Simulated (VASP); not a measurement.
# W3C (Cmcm) in VASP: a series of runs

Runs on W3C. Level: PBE. Tasks: relaxation of cell and atoms, single point.

Program: VASP 6.6.1. These are calculated values, not measurements. Logs are shortened: lines on timing, memory, paths and dates and some standing lists are left out, and cuts for length are marked.

### Step 1. The cell of the first run

It takes space group Cmcm (No. 63, orthorhombic). The conventional cell has a = 5.584 Å, b = 14.395 Å, c = 2.778 Å, α = 90.00°, β = 90.00°, γ = 90.00°. Within 2.8 Å of W (site symmetry m2m) lie 2 C at 2.15 Å and 2 W at 2.78 Å. Within 2.9 Å of W (site symmetry m) lie 2 C at 2.19 Å and 6 W at 2.64 to 2.88 Å. C (site symmetry m2m) has 6 W at 2.15 to 2.19 Å and 2 C at 2.78 Å within 2.8 Å.

### Step 2. Relaxation of cell and atoms, PBE

INCAR

```
SYSTEM = W3C
  PREC = Accurate
  ENCUT = 600
  EDIFF = 1E-6
  ISMEAR = 0
  SIGMA = 0.1
  LREAL = .False.
  LASPH = .True.
  NELM = 100
  ALGO = Normal
  ISIF = 3
  LWAVE = .False.
  LCHARG = .False.
  GGA = PE
  IBRION = 2
  NSW = 90
  EDIFFG = -0.04
```

KPOINTS

```
Automatic mesh
0
Gamma
  4 4 6
  0 0 0
```

POSCAR

```
W3C
1.0
    2.7922177058     -7.1973230439      0.0000000000
    2.7922177058      7.1973230439      0.0000000000
    0.0000000000      0.0000000000      2.7775496624
W C
6 2
Direct
    0.2416293903      0.7583706097      0.7500000000
    0.7583706097      0.2416293903      0.2500000000
    0.1505787377      0.3225588267      0.7500000000
    0.8494212623      0.6774411733      0.2500000000
    0.3225588267      0.1505787377      0.2500000000
    0.6774411733      0.8494212623      0.7500000000
    0.6440883578      0.3559116422      0.7500000000
    0.3559116422      0.6440883578      0.2500000000
```

Potentials or basis: VASP PAW PBE potentials, release 64 (W_sv, C).

The run is started by

```console
$ cat potpaw_PBE.64/W_sv/POTCAR potpaw_PBE.64/C/POTCAR > POTCAR
$ mpirun -np 1 vasp_std > vasp.out
```

OUTCAR:

```text
SYSTEM = W3C
   PREC = Accurate
   ENCUT = 600
   EDIFF = 1E-6
   ISMEAR = 0
   LREAL = .False.
   LASPH = .True.
   NELM = 100
   ISIF = 3
   GGA = PE
   IBRION = 2
   NSW = 90
   EDIFFG = -0.04

 ion  position               nearest neighbor table
   1  0.242  0.758  0.750-   8 2.15   8 2.15   3 2.88   6 2.88   5 2.95   4 2.95   5 2.95   4 2.95
                             2 3.13   2 3.13   2 3.13   2 3.13
   2  0.758  0.242  0.250-   7 2.15   7 2.15   4 2.88   5 2.88   3 2.95   3 2.95   6 2.95   6 2.95
                             1 3.13   1 3.13   1 3.13   1 3.13
   3  0.151  0.323  0.750-   8 2.19   8 2.19   6 2.64   5 2.84   5 2.84   1 2.88   6 2.94   2 2.95
                             2 2.95
   4  0.849  0.677  0.250-   7 2.19   7 2.19   5 2.64   6 2.84   6 2.84   2 2.88   5 2.94   1 2.95
                             1 2.95
   5  0.323  0.151  0.250-   7 2.19   7 2.19   4 2.64   3 2.84   3 2.84   2 2.88   4 2.94   1 2.95
                             1 2.95
   6  0.677  0.849  0.750-   8 2.19   8 2.19   3 2.64   4 2.84   4 2.84   1 2.88   3 2.94   2 2.95
                             2 2.95
   7  0.644  0.356  0.750-   2 2.15   2 2.15   5 2.19   4 2.19   4 2.19   5 2.19
   8  0.356  0.644  0.250-   1 2.15   1 2.15   6 2.19   3 2.19   3 2.19   6 2.19

  LATTYP: Found a base centered orthorhombic cell.
 ALAT       =     5.5844354116
 B/A-ratio  =     2.5776367756
 C/A-ratio  =     0.4973734062

  Lattice vectors:

 A1 = (   2.7922177058,  -7.1973230439,   0.0000000000)
 A2 = (   2.7922177058,   7.1973230439,   0.0000000000)
 A3 = (   0.0000000000,   0.0000000000,   2.7775496624)

Analysis of symmetry for initial positions (statically):
=====================================================================
 Subroutine PRICEL returns:
 Original cell was already a primitive cell.

 Routine SETGRP: Setting up the symmetry group for a
 base centered orthorhombic supercell.

 Subroutine GETGRP returns: Found  8 space group operations
 (whereof  4 operations were pure point group operations)
 out of a pool of  8 trial point group operations.

The static configuration has the point symmetry C_2h.
 The point group associated with its full space group is D_2h.

Analysis of symmetry for dynamics (positions and initial velocities):
=====================================================================
 Subroutine PRICEL returns:
 Original cell was already a primitive cell.

 Routine SETGRP: Setting up the symmetry group for a
 base centered orthorhombic supercell.

 Subroutine GETGRP returns: Found  8 space group operations
 (whereof  4 operations were pure point group operations)
 out of a pool of  8 trial point group operations.

The dynamic configuration has the point symmetry C_2h.
 The point group associated with its full space group is D_2h.

 Subroutine INISYM returns: Found  8 space group operations
 (whereof  4 operations are pure point group operations),
 and found     1 'primitive' translations

----------------------------------------------------------------------------------------

                                     Primitive cell

  volume of cell :     111.6380

  direct lattice vectors                    reciprocal lattice vectors
     2.792217706 -7.197323044  0.000000000     0.179069132 -0.069470273  0.000000000
     2.792217706  7.197323044  0.000000000     0.179069132  0.069470273  0.000000000
     0.000000000  0.000000000  2.777549662     0.000000000  0.000000000  0.360029566

  length of vectors
     7.719970124  7.719970124  2.777549662     0.192072572  0.192072572  0.360029566

  position of ions in fractional coordinates (direct lattice)
     0.241629390  0.758370610  0.750000000
     0.758370610  0.241629390  0.250000000
     0.150578738  0.322558827  0.750000000
     0.849421262  0.677441173  0.250000000
     0.322558827  0.150578738  0.250000000
     0.677441173  0.849421262  0.750000000
     0.644088358  0.355911642  0.750000000
     0.355911642  0.644088358  0.250000000

  ion indices of the primitive-cell ions
   primitive index   ion index
                 1           1
                 2           2
                 3           3
                 4           4
                 5           5
                 6           6
                 7           7
                 8           8

----------------------------------------------------------------------------------------

 KPOINTS: Automatic mesh

Automatic generation of k-mesh.
 Grid dimensions read from file:
 generate k-points for:    4    4    6

 Generating k-lattice:

  Cartesian coordinates                     Fractional coordinates (reciprocal lattice)
     0.044767283 -0.017367568  0.000000000     0.250000000  0.000000000  0.000000000
     0.044767283  0.017367568  0.000000000     0.000000000  0.250000000  0.000000000
     0.000000000  0.000000000  0.060004928     0.000000000  0.000000000  0.166666667

  Length of vectors
     0.048018143  0.048018143  0.060004928

  Shift w.r.t. Gamma in fractional coordinates (k-lattice)
     0.000000000  0.000000000  0.000000000

 Subroutine IBZKPT returns following result:
 ===========================================

 Found     28 irreducible k-points:

 Following reciprocal coordinates:
            Coordinates               Weight
  0.000000  0.000000  0.000000      1.000000
  0.250000  0.000000  0.000000      4.000000
  0.500000  0.000000  0.000000      2.000000
  0.250000  0.250000  0.000000      2.000000
  0.500000  0.250000  0.000000      4.000000
 -0.250000  0.250000  0.000000      2.000000
[... 16 lines left out ...]
  0.250000  0.000000  0.500000      4.000000
  0.500000  0.000000  0.500000      2.000000
 [... further k-points ...]
   k-points           NKPTS =     28   k-points in BZ     NKDIM =     28   number of bands    NBANDS=     55
   number of dos      NEDOS =    301   number of ions     NIONS =      8
   total plane-waves  NPLWV =  98304
   dimension x,y,z NGX =    64 NGY =   64 NGZ =   24
   dimension x,y,z NGXF=   128 NGYF=  128 NGZF=   48
   ions per type =               6   2
   NGX,Y,Z   is equivalent  to a cutoff of  13.78, 13.78, 14.36 a.u.
   NGXF,Y,Z  is equivalent  to a cutoff of  27.56, 27.56, 28.73 a.u.
 SYSTEM =  W3C
   PREC   = accura    normal or accurate (medium, high low for compatibility)
   ISTART =      0    job   : 0-new  1-cont  2-samecut
   ICHARG =      2    charge: 1-file 2-atom 10-const
   ISPIN  =      1    spin polarized calculation?
   LNONCOLLINEAR =      F non collinear calculations
   LSORBIT =      F    spin-orbit coupling
   LASPH  =      T    aspherical Exc in radial PAW
   ENCUT  =  600.0 eV  44.10 Ry    6.64 a.u.  15.42 15.42  5.55*2*pi/ulx,y,z
   NELM   =    100;   NELMIN=  2; NELMDL= -5     # of ELM steps
   EDIFF  = 0.1E-05   stopping-criterion for ELM
   LREAL  =      F    real-space projection
   EDIFFG = -.4E-01   stopping-criterion for IOM
   NSW    =     90    number of steps for IOM
   IBRION =      2    ionic relax: 0-MD 1-quasi-New 2-CG
   NFREE  =      1    steps in history (QN), initial steepest desc. (CG)
   ISIF   =      3    stress and relaxation
   ISYM   =      2    0-nonsym 1-usesym 2-fastsym
   POTIM  = 0.5000    time-step for ionic-motion
   TEBEG  =    0.0;   TEEND  =   0.0 temperature during run
   PSTRESS=    0.0 pullay stress
   NELECT =      92.0000    total number of electrons
   NUPDOWN=      -1.0000    fix difference up-down
   EMIN   =  10.00;   EMAX   =-10.00  energy-range for DOS
   EFERMI =   0.00;   METHOD = LEGACY
   ISMEAR =     0;   SIGMA  =   0.10  broadening in eV -4-tet -1-fermi 0-gaus
   EFERMI_NEDOS =   21; number of points for ismear=-14 and -15
   IALGO  =     38    algorithm
   IMIX   =      4    mixing-type and parameters
     AMIX     =   0.40;   BMIX     =  1.00
     AMIX_MAG =   1.60;   BMIX_MAG =  1.00
  volume/ion in A,a.u.               =      13.95        94.17
  Fermi-wavevector in a.u.,A,eV,Ry     =   1.534853  2.900451 32.052240  2.355773
  Thomas-Fermi vector in A             =   2.641723
   LORBIT       =      0    0 simple, 1 ext, 2 COOP (PROOUT), +10 PAW based schemes
   GGA     = PE    functional components
   LHFCALC =     F    Hartree Fock is set to
   AEXX    =    0.0000 exact exchange contribution
   IVDW    =     0    specifies the selected vdW correction
   LEPSILON=     F    determine dielectric tensor
   LRPA    =     F    only Hartree local field effects (RPA)
 conjugate gradient relaxation of ions
 non-spin polarized calculation
 Gauss-broadening in eV      SIGMA  =   0.10
  energy-cutoff  :      600.00
  volume of cell :      111.64
 maximum number of plane-waves:      3749
 NGX is ok and might be reduce to    64
   NGX = 31   NGY = 31   NGZ = 11

--------------------------------------- Ionic step        1  -------------------------------------------

 number of electron      92.0000006 magnetization

 Free energy of the ion-electron system (eV)
  ---------------------------------------------------
  ext. energy  EPLUGINS =         0.00000000
  ---------------------------------------------------
  free energy    TOTEN  =       -92.52563444 eV

  energy without entropy =      -92.50490902  energy(sigma->0) =      -92.51527173

------------------------ aborting loop because EDIFF is reached ----------------------------------------

  FORCE on cell =-STRESS in cart. coord.  units (eV):
  Direction    XX          YY          ZZ          XY          YZ          ZX
  --------------------------------------------------------------------------------------
  -------------------------------------------------------------------------------------
  Total       -0.8494560      1.6475650      0.2475646      0.0000000      0.0000000      0.0000000
  in kB      -12.1910010     23.6450934      3.5529325      0.0000000      0.0000000      0.0000000
  external PRESSURE =       5.0023416 kB  Pullay stress =       0.0000000 kB
[... 321 lines left out ...]
  energy  without entropy=      -92.5210720185  energy(sigma->0) =      -92.53086572

--------------------------------------- Ionic step        9  -------------------------------------------

 number of electron      92.0000004 magnetization

 Free energy of the ion-electron system (eV)
  ---------------------------------------------------
  ext. energy  EPLUGINS =         0.00000000
  ---------------------------------------------------
  free energy    TOTEN  =       -92.54081491 eV

  energy without entropy =      -92.52128329  energy(sigma->0) =      -92.53104910

 E-fermi :  10.3164     XC(G=0): -13.2743

 val. band max:       10.3074234803   @ k =   0.0000   0.0000   0.0000
 cond. band min:      10.3341489554   @ k =   0.5000   0.5000   0.3333
 fundamental gap:      0.0267254751
 Fermi energy:        10.3163792449

 k-point     1 :       0.0000    0.0000    0.0000
  band No.  band energies     occupation
      1     -63.6328      2.00000
      2     -63.6019      2.00000
      3     -63.5480      2.00000
      4     -63.5245      2.00000
      5     -63.4933      2.00000
      6     -63.4610      2.00000
[... 1381 lines left out ...]
     54      13.9621      0.00000
     55      14.6411      0.00000

 [... further k-points ...]
[... 5 lines left out ...]
  --------------------------------------------------------------------------------------
  -------------------------------------------------------------------------------------
  Total        0.1168286      0.1433321     -0.1314651      0.0000000     -0.0000000      0.0000000
  in kB        1.6713217      2.0504750     -1.8807074      0.0000000     -0.0000000      0.0000000
  external PRESSURE =       0.6136964 kB  Pullay stress =       0.0000000 kB
[... 23 lines left out ...]
  FREE ENERGIE OF THE ION-ELECTRON SYSTEM (eV)
  ---------------------------------------------------
  free  energy   TOTEN  =       -92.5408149052 eV

  energy  without entropy=      -92.5212832936  energy(sigma->0) =      -92.53104910

 reached required accuracy - stopping structural energy minimisation
```

It took 72 min on 1 thread of AMD EPYC, shared host; peak memory 0.38 GiB.

What came out:

```yaml
Free_energy: -92.5408 eV
Relaxed_volume: 14.00 Å³/atom
Relaxed_cell: a = 7.767 Å, b = 7.767 Å, c = 2.776 Å, α = 90.00°, β = 90.00°, γ = 138.03°
Space_group_after_relaxing_to_0.05_Å: Cmcm (No. 63)
Energy_gained_by_relaxing: 1.9 meV/atom
Ionic_steps: 9
Pressure_after_relaxing: 0.1 GPa
Largest_force_after_relaxing: 0.025 eV/Å
Band_gap_on_the_k_mesh: zero (band 46 reaches 10.94 eV, above the bottom of band 47 at 9.98 eV)
```

Forces on the atoms (eV/Å):
```
W    0.000  0.020  0.000
W    0.000 -0.020  0.000
W    0.008 -0.006  0.000
W   -0.008  0.006  0.000
W    0.008  0.006  0.000
W   -0.008 -0.006  0.000
C    0.000  0.025  0.000
C    0.000 -0.025  0.000
```

The path:
```
step  energy change (eV)  largest force (eV/Å)  pressure (GPa)  volume (Å³)
   1              0.0000                0.1869            0.50       111.64
   2             -0.0090                0.2286           -1.20       112.34
   3             -0.0107                0.2056           -0.75       112.14
   4             -0.0102                0.0883            1.69       111.37
   5             -0.0131                0.1111            0.43       111.77
   6             -0.0146                0.0870           -0.04       112.03
   7             -0.0146                0.0804           -0.05       112.01
   8             -0.0150                0.0533            0.02       112.00
   9             -0.0152                0.0254            0.06       112.00
```

Final structure:
```yaml
crystal:
  lattice:
    - [2.78178, -7.25173, 0.00000]
    - [2.78178, 7.25173, 0.00000]
    - [0.00000, 0.00000, 2.77591]
  atoms:
    - { symbol: W, position: [0.24317, 0.75683, 0.75000] }
    - { symbol: W, position: [0.75683, 0.24317, 0.25000] }
    - { symbol: W, position: [0.14860, 0.32157, 0.75000] }
    - { symbol: W, position: [0.85140, 0.67843, 0.25000] }
    - { symbol: W, position: [0.32157, 0.14860, 0.25000] }
    - { symbol: W, position: [0.67843, 0.85140, 0.75000] }
    - { symbol: C, position: [0.64352, 0.35648, 0.75000] }
    - { symbol: C, position: [0.35648, 0.64352, 0.25000] }
```

Levels at points of the mesh, in eV from the Fermi level:
| k point | band 43 | band 44 | band 45 | band 46 | band 47 | band 48 | band 49 | band 50 |
| --- | --- | --- | --- | --- | --- | --- | --- | --- |
| (0.00, 0.00, 0.00) | -1.09 | -0.99 | -0.01 | 0.57 | 0.67 | 0.68 | 1.15 | 1.19 |
| (0.50, 0.00, 0.00) | -1.28 | -0.71 | -0.51 | -0.05 | 0.63 | 1.11 | 1.18 | 1.43 |
| (0.50, 0.50, 0.00) | -1.25 | -1.19 | 0.13 | 0.22 | 0.97 | 1.12 | 1.15 | 2.29 |
| (0.00, 0.00, 0.50) | -1.20 | -1.20 | -0.58 | -0.58 | 0.73 | 0.73 | 2.32 | 2.32 |
| (0.50, 0.00, 0.50) | -0.51 | -0.51 | -0.19 | -0.19 | 0.19 | 0.19 | 1.63 | 1.63 |
| (0.50, 0.50, 0.50) | -1.05 | -1.05 | 0.48 | 0.48 | 0.92 | 0.92 | 1.94 | 1.94 |

Caveat: the k points lie up to 0.38 Å⁻¹ apart in the final cell; spin-orbit coupling is left out, which moves the levels of the heavy elements.

[end of part 1 of 2]
